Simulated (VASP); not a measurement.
The system is TiN.

```
Ti N
1.0
     0.00000    2.15659    2.15659
     2.15659    0.00000    2.15659
     2.15659    2.15659    0.00000
Ti N
1 1
Direct
  0.00000 0.00000 0.00000
  0.50000 0.50000 0.50000
```

Base run:

* Program: VASP 6.6.1
* Functional: PBEsol
* Potentials or basis: VASP PAW PBE potentials, release 64 (Ti_sv, N)
* Cutoff: 520 eV
* k mesh: 20 × 20 × 20
* Occupations: gaussian, width 0.15 eV
* Spin: collinear spin
* Starting moments: [0.75, 0.0] μB
* Fixed moment: 0.75 μB

Its results: pressure -15.1 GPa; site moments Ti +0.58; N +0.03 μB.

Task: After a change of settings the same cell gave: pressure -13.5 GPa; site moments Ti +0.67; N +0.04 μB. Which change was it?
A. fixed moment from 0.75 μB to 0.125 μB; moments at the start from [0.75, 0.0] to [0.12, 0.0]
B. fixed moment from 0.75 μB to 0.625 μB; moments at the start from [0.75, 0.0] to [0.62, 0.0]
C. fixed moment from 0.75 μB to 0.875 μB; moments at the start from [0.75, 0.0] to [0.88, 0.0]

Result: C.

Caveats: the cell stands under tension; the PAW data sets were made with another functional, which shifts forces and pressure a little; the total moment is fixed, so each spin has its own Fermi level and the state may be an excited one.
